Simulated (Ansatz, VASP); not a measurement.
## AlNi3 in VASP and in Ansatz

INCAR

```
PREC = Accurate
ENCUT = 690
EDIFF = 1E-6
ISMEAR = 0
SIGMA = 0.1
LREAL = F
LASPH = T
NELM = 120
ALGO = Normal
ISIF = 2
LWAVE = F
LCHARG = T
GGA = PS
LELF = T
LVHAR = T
NBANDS = 36
GGA_COMPAT = F
```

The input KPOINTS:

```
regular mesh
0
Gamma
  1 1 1
```

File POSCAR:

```
AlNi3
1.0
    0.0000000000      2.8018887551      2.8018887551
    2.8018887551      0.0000000000      2.8018887551
    2.8018887551      2.8018887551      0.0000000000
Al Ni
1 3
Direct
    0.5000000000      0.5000000000      0.5000000000
    0.2500000000      0.2500000000      0.2500000000
    0.0000000000      0.0000000000      0.0000000000
    0.7500000000      0.7500000000      0.7500000000
```

Input for Ansatz:

```yaml
crystal:
  lattice:
    - [0.0, 2.8018887551, 2.8018887551]
    - [2.8018887551, 0.0, 2.8018887551]
    - [2.8018887551, 2.8018887551, 0.0]
  atoms:
    - { symbol: Al, position: [0.5, 0.5, 0.5] }
    - { symbol: Ni, position: [0.25, 0.25, 0.25] }
    - { symbol: Ni, position: [0.0, 0.0, 0.0] }
    - { symbol: Ni, position: [0.75, 0.75, 0.75] }
basis:
  ecutwfc: 420
kpoints:
  mp_grid: { grid: [1, 1, 1] }
hamiltonian:
  xc: pbesol
scf:
  occupations: { method: gaussian, width: 0.1 }
output:
  forces: true
  stress: true
  eigenvalues: true
```

Alike in both runs: task single point; functional PBEsol; k mesh 1 × 1 × 1; occupations gaussian, width 0.1 eV; no spin polarisation.

|  | VASP | Ansatz |
| --- | --- | --- |
| version | VASP 6.6.1 | Ansatz 0.2.0 |
| potentials or method | VASP PAW PBE potentials, release 64 (Al, Ni_sv_GW), cutoff 690 eV | scalar-relativistic, plane waves, PAW |
| valence electrons in the cell | 57 | 57 |

```tsv
	VASP	Ansatz	Ansatz less VASP
pressure (GPa)	2.8	3.2	+0.44
```

VASP's potentials were made for PBE, not for PBEsol.

The k mesh is coarse, so the values compare programs but aren't converged.
